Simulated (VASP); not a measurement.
# C (I4_1/amd) in VASP: notebook

C is run at these levels: r2SCAN; tasks: single point.

All numbers are computed with VASP 6.6.1; they aren't measurements. Logs are shortened: lines on timing, memory, paths and dates and some standing lists are left out, and cuts for length are marked.

### 1 The cell of the first run

The structure is tetragonal, space group I4_1/amd (No. 141). Conventional cell: a = 2.320 Å, b = 2.320 Å, c = 3.424 Å, α = 90.00°, β = 90.00°, γ = 90.00°. Within 1.9 Å of C (site symmetry -4m2) lie 4 C at 1.44 Å.

### 2 Single point, r2SCAN (strain -0.080 along x and y, -0.040 along z)

Contents of POSCAR:

```
C
1.0
    0.0000000000      1.6407280000      1.7120640000
    1.6407280000      0.0000000000      1.7120640000
    1.6407280000      1.6407280000      0.0000000000
C
2
Direct
    0.5000000000      0.5000000000      0.5000000000
    0.7500000000      0.7500000000      0.7500000000
```

Contents of INCAR.step1:

```
PREC = Accurate
ENCUT = 520
ISMEAR = 0
SIGMA = 0.05
LREAL = False
LASPH = True
NELM = 60
NBANDS = 11
GGA = PE
ALGO = Normal
EDIFF = 1E-4
LWAVE = True
LCHARG = False
```

Contents of INCAR.step2:

```
PREC = Accurate
ENCUT = 520
EDIFF = 1E-6
ISMEAR = 0
SIGMA = 0.05
LREAL = False
LASPH = True
NELM = 60
ALGO = Normal
ISIF = 2
LWAVE = False
LCHARG = False
METAGGA = R2SCAN
LMIXTAU = True
NBANDS = 11
ISTART = 1
```

Contents of KPOINTS:

```
regular mesh
0
Gamma
  12 12 12
```

Potentials or basis: VASP PAW PBE potentials, release 64 (C).

On the command line:

```bash
> cat potpaw_PBE.64/C/POTCAR > POTCAR
> cp INCAR.step1 INCAR
> mpirun -np 1 vasp_std > vasp.out
> cp INCAR.step2 INCAR
> mpirun -np 1 vasp_std > vasp.out
```

OUTCAR:

```text
PREC = Accurate
   ENCUT = 520
   EDIFF = 1E-6
   ISMEAR = 0
   LREAL = False
   LASPH = True
   NELM = 60
   ISIF = 2
   METAGGA = R2SCAN
   ISTART = 1

 ion  position               nearest neighbor table
   1  0.500  0.500  0.500-   2 1.44   2 1.44   2 1.44   2 1.44
   2  0.750  0.750  0.750-   1 1.44   1 1.44   1 1.44   1 1.44

  LATTYP: Found a body centered tetragonal cell.
 ALAT       =     2.3203397898
 C/A-ratio  =     1.4757011086

  Lattice vectors:

 A1 = (  -1.6407280000,   0.0000000000,   1.7120640000)
 A2 = (   1.6407280000,   0.0000000000,   1.7120640000)
 A3 = (   0.0000000000,   1.6407280000,  -1.7120640000)

Analysis of symmetry for initial positions (statically):
=====================================================================
 Subroutine PRICEL returns:
 Original cell was already a primitive cell.

 Routine SETGRP: Setting up the symmetry group for a
 body centered tetragonal supercell.

 Subroutine GETGRP returns: Found 16 space group operations
 (whereof  8 operations were pure point group operations)
 out of a pool of 16 trial point group operations.

The static configuration has the point symmetry D_2d.
 The point group associated with its full space group is D_4h.

Analysis of symmetry for dynamics (positions and initial velocities):
=====================================================================
 Subroutine PRICEL returns:
 Original cell was already a primitive cell.

 Routine SETGRP: Setting up the symmetry group for a
 body centered tetragonal supercell.

 Subroutine GETGRP returns: Found 16 space group operations
 (whereof  8 operations were pure point group operations)
 out of a pool of 16 trial point group operations.

The dynamic configuration has the point symmetry D_2d.
 The point group associated with its full space group is D_4h.

 Subroutine INISYM returns: Found 16 space group operations
 (whereof  8 operations are pure point group operations),
 and found     1 'primitive' translations

----------------------------------------------------------------------------------------

                                     Primitive cell

  volume of cell :       9.2177

  direct lattice vectors                    reciprocal lattice vectors
     0.000000000  1.640728000  1.712064000    -0.304742773  0.304742773  0.292045157
     1.640728000  0.000000000  1.712064000     0.304742773 -0.304742773  0.292045157
     1.640728000  1.640728000  0.000000000     0.304742773  0.304742773 -0.292045157

  length of vectors
     2.371318517  2.371318517  2.320339790     0.520602237  0.520602237  0.520602237

  position of ions in fractional coordinates (direct lattice)
     0.500000000  0.500000000  0.500000000
     0.750000000  0.750000000  0.750000000

  ion indices of the primitive-cell ions
   primitive index   ion index
                 1           1
                 2           2

----------------------------------------------------------------------------------------

 KPOINTS: regular mesh

Automatic generation of k-mesh.
 Grid dimensions read from file:
 generate k-points for:   12   12   12

 Generating k-lattice:

  Cartesian coordinates                     Fractional coordinates (reciprocal lattice)
    -0.025395231  0.025395231  0.024337096     0.083333333 -0.000000000  0.000000000
     0.025395231 -0.025395231  0.024337096    -0.000000000  0.083333333  0.000000000
     0.025395231  0.025395231 -0.024337096     0.000000000  0.000000000  0.083333333

  Length of vectors
     0.043383520  0.043383520  0.043383520

  Shift w.r.t. Gamma in fractional coordinates (k-lattice)
     0.000000000  0.000000000  0.000000000

 Subroutine IBZKPT returns following result:
 ===========================================

 Found    163 irreducible k-points:

 Following reciprocal coordinates:
            Coordinates               Weight
  0.000000  0.000000  0.000000      1.000000
  0.083333  0.000000  0.000000      8.000000
  0.166667  0.000000  0.000000      8.000000
  0.250000  0.000000  0.000000      8.000000
  0.333333  0.000000  0.000000      8.000000
  0.416667  0.000000  0.000000      8.000000
[... 16 lines left out ...]
  0.500000  0.166667  0.000000      8.000000
 -0.416667  0.166667  0.000000      8.000000
 [... further k-points ...]
   k-points           NKPTS =    163   k-points in BZ     NKDIM =    163   number of bands    NBANDS=     11
   number of dos      NEDOS =    301   number of ions     NIONS =      2
   total plane-waves  NPLWV =   5832
   dimension x,y,z NGX =    18 NGY =   18 NGZ =   18
   dimension x,y,z NGXF=    36 NGYF=   36 NGZF=   36
   ions per type =               2
   NGX,Y,Z   is equivalent  to a cutoff of  12.62, 12.62, 12.90 a.u.
   NGXF,Y,Z  is equivalent  to a cutoff of  25.24, 25.24, 25.79 a.u.
 SYSTEM =  unknown system
   PREC   = accura    normal or accurate (medium, high low for compatibility)
   ISTART =      1    job   : 0-new  1-cont  2-samecut
   ICHARG =      0    charge: 1-file 2-atom 10-const
[... 35 lines left out ...]
   LEPSILON=     F    determine dielectric tensor
   LRPA    =     F    only Hartree local field effects (RPA)
 non-spin polarized calculation
 Gauss-broadening in eV      SIGMA  =   0.05
  energy-cutoff  :      520.00
  volume of cell :        9.22
 maximum number of plane-waves:       267
 NGX is ok and might be reduce to    18
   NGX =  9   NGY =  9   NGZ =  9

 number of electron       8.0000001 magnetization

 Free energy of the ion-electron system (eV)
  ---------------------------------------------------
  ext. energy  EPLUGINS =         0.00000000
  ---------------------------------------------------
  free energy    TOTEN  =       -18.86563964 eV

  energy without entropy =      -18.86563964  energy(sigma->0) =      -18.86563964

 E-fermi :  13.6120     XC(G=0): -15.4342

 val. band max:       13.2453087627   @ k =   0.0000   0.0000   0.0000
 cond. band min:      17.4628358106   @ k =   0.3333   0.0000   0.3333
 fundamental gap:      4.2175270479
 Fermi energy:        13.6119523023

 k-point     1 :       0.0000    0.0000    0.0000
  band No.  band energies     occupation
      1     -12.8098      2.00000
      2      12.4313      2.00000
      3      13.2453      2.00000
      4      13.2453      2.00000
      5      19.1974      0.00000
      6      19.1974      0.00000
      7      19.8212      0.00000
      8      32.0603      0.00000
      9      36.5133      0.00000
     10      41.2229      0.00000
     11      42.6407      0.00000

 k-point     2 :       0.0833    0.0000    0.0000
  band No.  band energies     occupation
      1     -12.5793      2.00000
      2      11.3078      2.00000
      3      12.3647      2.00000
      4      12.8262      2.00000
      5      19.7785      0.00000
      6      19.8969      0.00000
      7      20.7180      0.00000
      8      32.0580      0.00000
      9      36.8723      0.00000
     10      39.0924      0.00000
     11      41.3882      0.00000

 k-point     3 :       0.1667    0.0000    0.0000
  band No.  band energies     occupation
      1     -11.8900      2.00000
      2       8.2843      2.00000
      3      11.3168      2.00000
      4      11.9564      2.00000
      5      21.0058      0.00000
      6      21.0229      0.00000
      7      22.4227      0.00000
      8      32.0448      0.00000
      9      37.2880      0.00000
     10      37.9281      0.00000
     11      39.2187      0.00000

 k-point     4 :       0.2500    0.0000    0.0000
  band No.  band energies     occupation
      1     -10.7489      2.00000
      2       4.8547      2.00000
      3      10.3253      2.00000
      4      11.0967      2.00000
      5      21.8401      0.00000
      6      22.1751      0.00000
      7      23.8581      0.00000
      8      31.9884      0.00000
      9      37.3093      0.00000
     10      38.5183      0.00000
     11      38.5750      0.00000
[... 239 lines left out ...]
 k-point    22 :       0.4167    0.1667    0.0000
  band No.  band energies     occupation
      1      -7.9342      2.00000
      2       1.2099      2.00000
      3       7.1079      2.00000
      4       8.2123      2.00000
      5      21.2514      0.00000
      6      26.3852      0.00000
      7      26.9072      0.00000
      8      29.0032      0.00000
      9      38.0142      0.00000
     10      40.3066      0.00000
     11      44.8090      0.00000

 k-point    23 :       0.5000    0.1667    0.0000
  band No.  band energies     occupation
      1      -5.9320      2.00000
      2      -1.6237      2.00000
      3       6.1965      2.00000
      4       8.3752      2.00000
      5      21.6626      0.00000
      6      25.9653      0.00000
      7      27.3712      0.00000
      8      30.9991      0.00000
      9      37.0689      0.00000
     10      42.2060      0.00000
     11      44.0030      0.00000

 k-point    24 :      -0.4167    0.1667    0.0000
  band No.  band energies     occupation
      1      -5.0463      2.00000
      2      -2.6607      2.00000
      3       5.6189      2.00000
      4       8.8915      2.00000
      5      22.2485      0.00000
      6      25.2715      0.00000
      7      27.3100      0.00000
      8      32.2122      0.00000
      9      36.6913      0.00000
     10      40.8433      0.00000
     11      43.3752      0.00000

 [... further k-points ...]
[... 5 lines left out ...]
  --------------------------------------------------------------------------------------
  -------------------------------------------------------------------------------------
  Total        8.7007617      8.7007617      5.5750605      0.0000000      0.0000000      0.0000000
  in kB     1512.3234460   1512.3234460    969.0294986      0.0000000      0.0000000      0.0000000
  external PRESSURE =    1331.2254636 kB  Pullay stress =       0.0000000 kB

 VOLUME and BASIS-vectors are now :
 -----------------------------------------------------------------------------
  energy-cutoff  :      520.00
  volume of cell :        9.22
      direct lattice vectors                 reciprocal lattice vectors
     0.000000000  1.640728000  1.712064000    -0.304742773  0.304742773  0.292045157
     1.640728000  0.000000000  1.712064000     0.304742773 -0.304742773  0.292045157
     1.640728000  1.640728000  0.000000000     0.304742773  0.304742773 -0.292045157

 POSITION                                       TOTAL-FORCE (eV/Angst)
 -----------------------------------------------------------------------------------
      1.64073      1.64073      1.71206        -0.000000     -0.000000      0.000000
      2.46109      2.46109      2.56810         0.000000      0.000000     -0.000000
 -----------------------------------------------------------------------------------
    total drift:                                0.000000     -0.000000      0.000000

  FREE ENERGIE OF THE ION-ELECTRON SYSTEM (eV)
  ---------------------------------------------------
  free  energy   TOTEN  =       -18.8656396368 eV

  energy  without entropy=      -18.8656396368  energy(sigma->0) =      -18.86563964
```

It took 33 s on 1 thread of Intel Xeon Platinum 8488C (Sapphire Rapids), shared host; peak memory 0.12 GiB.

Results:

* Free energy: -18.8656 eV
* Pressure: 133.1 GPa
* Band gap on the k mesh: 4.22 eV, indirect (least direct gap 5.95 eV)

Caveat: the cell differs from its parent crystal (strain -0.080 along x and y, -0.040 along z); the PAW data sets were made with another functional, which shifts forces and pressure a little.

### 3 Single point, r2SCAN (strain -0.080 along x and y, +0.000 along z)

Contents of POSCAR:

```
C
1.0
    0.0000000000      1.6407280000      1.7834000000
    1.6407280000      0.0000000000      1.7834000000
    1.6407280000      1.6407280000      0.0000000000
C
2
Direct
    0.5000000000      0.5000000000      0.5000000000
    0.7500000000      0.7500000000      0.7500000000
```

Contents of INCAR.step1:

```
PREC = Accurate ; ENCUT = 520
ISMEAR = 0 ; SIGMA = 0.05
LREAL = F ; LASPH = T
NELM = 80 ; NBANDS = 11
GGA = PE ; ALGO = Normal
EDIFF = 1E-4 ; LWAVE = T
LCHARG = F
```

Contents of INCAR.step2:

```
PREC = Accurate ; ENCUT = 520
EDIFF = 1E-6 ; ISMEAR = 0
SIGMA = 0.05 ; LREAL = F
LASPH = T ; NELM = 80
ALGO = Normal ; ISIF = 2
LWAVE = F ; LCHARG = F
METAGGA = R2SCAN ; LMIXTAU = T
NBANDS = 11 ; ISTART = 1
```

KPOINTS is that of step 2.

Potentials or basis: VASP PAW PBE potentials, release 64 (C).

On the command line:

```bash
> cat potpaw_PBE.64/C/POTCAR > POTCAR
> cp INCAR.step1 INCAR
> mpirun -np 1 vasp_std > vasp.out
> cp INCAR.step2 INCAR
> mpirun -np 1 vasp_std > vasp.out
```

Run time: 29 s. Hardware: 1 thread of Intel Xeon Platinum 8488C (Sapphire Rapids), shared host; peak memory 0.12 GiB.

It converged, with:

- Free energy: -19.0151 eV
- Pressure: 99.1 GPa
- Band gap on the k mesh: 3.54 eV, indirect (least direct gap 5.44 eV)

Stress tensor (GPa, compression positive):
```
134.55   0.00   0.00
  0.00 134.55   0.00
  0.00   0.00  28.11
```

Levels at points of the mesh, in eV from the valence-band top:
```
           k point  band 1  band 2  band 3  band 4  band 5  band 6  band 7  band 8  band 9
(0.00, 0.00, 0.00)  -25.68   -1.62    0.00    0.00    5.44    5.44    6.64   17.32   22.41
(0.50, 0.00, 0.00)  -18.66  -16.60   -4.95   -3.02    7.52    9.53   12.10   17.85   25.14
(0.50, 0.50, 0.00)  -16.44  -16.44   -7.28   -7.28    6.39    6.39   19.72   19.72   26.52
(0.50, 0.00, 0.50)  -14.89  -14.89   -8.75   -8.75    4.13    4.13   19.79   19.79   27.58
```

Caveat: the cell differs from its parent crystal (strain -0.080 along x and y, +0.000 along z); the PAW data sets were made with another functional, which shifts forces and pressure a little.

### 4 Single point, r2SCAN (strain -0.040 along x and y, -0.080 along z)

Contents of POSCAR:

```
C
1.0
    0.0000000000      1.7120640000      1.6407280000
    1.7120640000      0.0000000000      1.6407280000
    1.7120640000      1.7120640000      0.0000000000
C
2
Direct
    0.5000000000      0.5000000000      0.5000000000
    0.7500000000      0.7500000000      0.7500000000
```

Contents of INCAR.step1:

```
SYSTEM = C
PREC = Accurate ; ENCUT = 520
ISMEAR = 0 ; SIGMA = 0.05
LREAL = .False. ; LASPH = .True.
NELM = 100 ; NBANDS = 11
GGA = PE ; ALGO = Normal
EDIFF = 1E-4 ; LWAVE = .True.
LCHARG = .False.
```

Contents of INCAR.step2:

```
SYSTEM = C
PREC = Accurate ; ENCUT = 520
EDIFF = 1E-6 ; ISMEAR = 0
SIGMA = 0.05 ; LREAL = .False.
LASPH = .True. ; NELM = 100
ALGO = Normal ; ISIF = 2
LWAVE = .False. ; LCHARG = .True.
METAGGA = R2SCAN ; LMIXTAU = .True.
LELF = .True. ; LVHAR = .True.
NBANDS = 11 ; ISTART = 1
```

Contents of KPOINTS:

```
regular mesh
0
Gamma
  12 12 12
  0 0 0
```

On the command line:

```bash
> cat potpaw_PBE.64/C/POTCAR > POTCAR
> cp INCAR.step1 INCAR
> mpirun -np 1 vasp_std > vasp.out
> cp INCAR.step2 INCAR
> mpirun -np 1 vasp_std > vasp.out
```

Wall time 32 s (1 thread of Intel Xeon Platinum 8488C (Sapphire Rapids), shared host); peak memory 0.12 GiB.

The run converged. Its results:

| Quantity | Value |
| --- | --- |
| Free energy | -19.1567 eV |
| Pressure | 97.8 GPa |
| Band gap on the k mesh | 3.51 eV, indirect (least direct gap 5.43 eV) |

Stress tensor (GPa, compression positive):
```
 81.96   0.00   0.00
  0.00  81.96   0.00
  0.00   0.00 129.44
```

Levels at points of the mesh, in eV from the valence-band top:
| k point | band 1 | band 2 | band 3 | band 4 | band 5 | band 6 | band 7 | band 8 | band 9 |
| --- | --- | --- | --- | --- | --- | --- | --- | --- | --- |
| (0.00, 0.00, 0.00) | -25.59 | -0.72 | -0.72 | 0.00 | 5.43 | 6.04 | 6.04 | 17.48 | 22.38 |
| (0.50, 0.00, 0.00) | -18.60 | -16.53 | -4.37 | -3.48 | 8.82 | 8.93 | 11.52 | 17.82 | 25.37 |
| (0.50, 0.50, 0.00) | -14.81 | -14.81 | -8.74 | -8.74 | 4.11 | 4.11 | 20.32 | 20.32 | 28.11 |
| (0.50, 0.00, 0.50) | -15.62 | -15.62 | -7.98 | -7.98 | 5.29 | 5.29 | 19.97 | 19.97 | 27.29 |

Caveat: the cell differs from its parent crystal (strain -0.040 along x and y, -0.080 along z); the PAW data sets were made with another functional, which shifts forces and pressure a little.

### 5 Single point, r2SCAN (strain -0.040 along x and y, +0.000 along z)

Contents of POSCAR:

```
C
1.0
    0.0000000000      1.7120640000      1.7834000000
    1.7120640000      0.0000000000      1.7834000000
    1.7120640000      1.7120640000      0.0000000000
C
2
Direct
    0.5000000000      0.5000000000      0.5000000000
    0.7500000000      0.7500000000      0.7500000000
```

Contents of INCAR.step1:

```
PREC = Accurate
ENCUT = 520
ISMEAR = 0
SIGMA = 0.05
LREAL = F
LASPH = T
NELM = 100
NBANDS = 11
GGA = PE
ALGO = Normal
EDIFF = 1E-4
LWAVE = T
LCHARG = F
```

Contents of INCAR.step2:

```
PREC = Accurate
ENCUT = 520
EDIFF = 1E-6
ISMEAR = 0
SIGMA = 0.05
LREAL = F
LASPH = T
NELM = 100
ALGO = Normal
ISIF = 2
LWAVE = F
LCHARG = T
METAGGA = R2SCAN
LMIXTAU = T
LELF = T
LVHAR = T
NBANDS = 11
ISTART = 1
```

Contents of KPOINTS:

```
Automatic mesh
0
Gamma
  12 12 12
```

On the command line:

```bash
> cat potpaw_PBE.64/C/POTCAR > POTCAR
> cp INCAR.step1 INCAR
> mpirun -np 1 vasp_std > vasp.out
> cp INCAR.step2 INCAR
> mpirun -np 1 vasp_std > vasp.out
```

Wall time 34 s (1 thread of Intel Xeon Platinum 8488C (Sapphire Rapids), shared host); peak memory 0.12 GiB.

It converged, with:

- Free energy: -19.5128 eV
- Pressure: 40.9 GPa
- Band gap on the k mesh: 3.97 eV, indirect (least direct gap 5.65 eV)

Stress tensor (GPa, compression positive):
```
56.18  0.00  0.00
 0.00 56.18  0.00
 0.00  0.00 10.42
```

Levels at points of the mesh, in eV from the valence-band top:
```
           k point  band 2  band 3  band 4  band 5  band 6  band 7
(0.00, 0.00, 0.00)   -0.71    0.00    0.00    5.65    5.65    6.22
(0.50, 0.00, 0.00)  -15.24   -3.86   -3.01    8.34    9.19   10.50
(0.50, 0.50, 0.00)  -14.90   -6.97   -6.97    5.66    5.66   18.80
(0.50, 0.00, 0.50)  -14.20   -7.64   -7.64    4.60    4.60   18.94
```

Caveat: the cell differs from its parent crystal (strain -0.040 along x and y, +0.000 along z); the PAW data sets were made with another functional, which shifts forces and pressure a little.

### 6 Overview

| cell | gap on the mesh (eV) | pressure (GPa) |
| --- | --- | --- |
| a = 2.371, b = 2.371, c = 2.320 Å, angles 60.7, 60.7, 58.6°, 2 atoms | 4.22 | 133.1 |
| a = 2.423, b = 2.423, c = 2.320 Å, angles 61.4, 61.4, 57.2°, 2 atoms | 3.54 | 99.1 |
| a = 2.371, b = 2.371, c = 2.421 Å, angles 59.3, 59.3, 61.4°, 2 atoms | 3.51 | 97.8 |
| a = 2.472, b = 2.472, c = 2.421 Å, angles 60.7, 60.7, 58.6°, 2 atoms | 3.97 | 40.9 |

Alike in all rows: task single point; level r2SCAN; potentials or basis VASP PAW PBE potentials, release 64 (C); no spin polarisation; k mesh 12 × 12 × 12; cutoff (eV) 520; smearing gaussian 0.05 eV.

Caveats: the PAW data sets were made with another functional, which shifts forces and pressure a little.

Absolute energies hang on the potentials; compare differences alone.
